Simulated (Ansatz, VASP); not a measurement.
# One calculation of WC, two programs

The input INCAR:

```
  ALGO = Normal
  EDIFF = 1E-6
  ENCUT = 520
  GGA = PE
  ISIF = 2
  ISMEAR = 0
  LASPH = True
  LCHARG = False
  LREAL = False
  LWAVE = False
  NBANDS = 16
  NELM = 80
  PREC = Accurate
  SIGMA = 0.15
```

Contents of KPOINTS:

```
k-points
0
Gamma
  24 24 24
```

Contents of POSCAR:

```
WC
1.0
    0.0000000000      2.1900108577      2.1900108577
    2.2557111834      0.0000000000      2.1900108577
    2.2557111834      2.1900108577      0.0000000000
W C
1 1
Direct
    0.0000000000      0.0000000000      0.0000000000
    0.5000000000      0.5000000000      0.5000000000
```

Input for Ansatz:

```yaml
crystal:
  lattice:
    - [0.0, 2.1900108577, 2.1900108577]
    - [2.2557111834, 0.0, 2.1900108577]
    - [2.2557111834, 2.1900108577, 0.0]
  atoms:
    - { symbol: W, position: [0.0, 0.0, 0.0] }
    - { symbol: C, position: [0.5, 0.5, 0.5] }
basis:
  ecutwfc: 420
kpoints:
  mp_grid: { grid: [24, 24, 24] }
hamiltonian:
  xc: pbe
scf:
  occupations: { method: gaussian, width: 0.15 }
output:
  forces: true
  stress: true
  eigenvalues: true
```

Change from the starting cell: strain +0.0300 x Voigt [1, 0, 0, 0, 0, 0], atoms carried along.

Alike in both runs: task single point; functional PBE; k mesh 24 × 24 × 24; occupations gaussian, width 0.15 eV; no spin polarisation.

|  | VASP | Ansatz |
| --- | --- | --- |
| version | VASP 6.6.1 | Ansatz 0.2.0 |
| potentials or method | VASP PAW PBE potentials, release 64 (W_sv, C), cutoff 520 eV | scalar-relativistic, plane waves, PAW |
| valence electrons in the cell | 18 | 18 |

```tsv
	VASP	Ansatz	Ansatz less VASP
gap on the k mesh at the Fermi level (eV)	none	none	-
pressure (GPa)	-8.7	-9.5	-0.79
traceless stress, the component that is largest in VASP (GPa)	-8.86	-8.81	+0.050
```

A gap of «none» marks a metal or a gap that the smearing closes.

Spin-orbit coupling is off throughout.
